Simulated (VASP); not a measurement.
The system is KF.

```
K F
1.0
     0.00000    2.67013    2.65338
     2.67013    0.00000    2.65338
     2.67013    2.67013    0.00000
K F
1 1
Cartesian
  0.0000 0.0000 0.0000
  2.6701 2.6701 2.6534
```

This cell differs from its parent crystal: epitaxial xy strain +0.4%.

Base run:

| Quantity | Value |
| --- | --- |
| Program | VASP 6.6.1 |
| Functional | PBE |
| Potentials or basis | VASP PAW PBE potentials, release 64 (K_sv, F) |
| Cutoff | 520 eV |
| k mesh | 8 × 8 × 8 |
| Occupations | fermi-dirac, width 0.02 eV |
| Spin | no spin polarisation |

Its results: band gap on the k mesh 6.20 eV, direct; pressure 1.7 GPa.

Task: The run is repeated on the same cell with these changes: functional from PBE to r2SCAN; occupations from fermi-dirac, width 0.02 eV to gaussian, width 0.01 eV. What comes out?

Result: Band gap on the k mesh 6.87 eV, direct; pressure -0.3 GPa.

Caveats: the PAW data sets were made with another functional, which shifts forces and pressure a little (some runs).

A k mesh can miss the band edges.
